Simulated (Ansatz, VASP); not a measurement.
Two plane-wave programs on PbS

```
CELL_PARAMETERS angstrom
0.00000 2.96500 2.96500
2.96500 0.00000 2.96500
2.96500 2.96500 0.00000
ATOMIC_POSITIONS crystal
Pb 0.00000 0.00000 0.00000
S 0.52108 0.52108 0.47892
```

Change from the starting cell: all S atoms moved +0.125 Å, as atom 2 along Cartesian [0 0 1].

Alike in both runs: task single point; functional r2SCAN; k mesh 8 × 8 × 8; occupations gaussian, width 0.05 eV; no spin polarisation.

|  | VASP | Ansatz |
| --- | --- | --- |
| version | VASP 6.6.1 | Ansatz 0.2.0 |
| potentials or method | VASP PAW PBE potentials, release 64 (Pb_d, S), cutoff 520 eV | scalar-relativistic, plane waves, PAW |
| valence electrons in the cell | 20 | 20 |

Ansatz gave:

- gap on the k mesh at the Fermi level (eV): 0.72
- least direct gap on the mesh (eV): 0.72
- pressure (GPa): 1.6
- traceless stress, the component that is largest in VASP (GPa): 0.41
- rms of the force components (eV/Å): 0.043

Task: Estimate VASP's values.

Result: gap on the k mesh at the Fermi level (eV): 0.73; least direct gap on the mesh (eV): 0.73; pressure (GPa): 1.6; traceless stress, the component that is largest in VASP (GPa): 0.42; rms of the force components (eV/Å): 0.046.

VASP's potentials were made for PBE, not for r2SCAN. Atom by atom the forces differ by 0.003 eV/Å (rms over components). The functional is the same, so the differences come from potentials, cutoffs and numerics.

Neither program's run includes spin-orbit coupling.
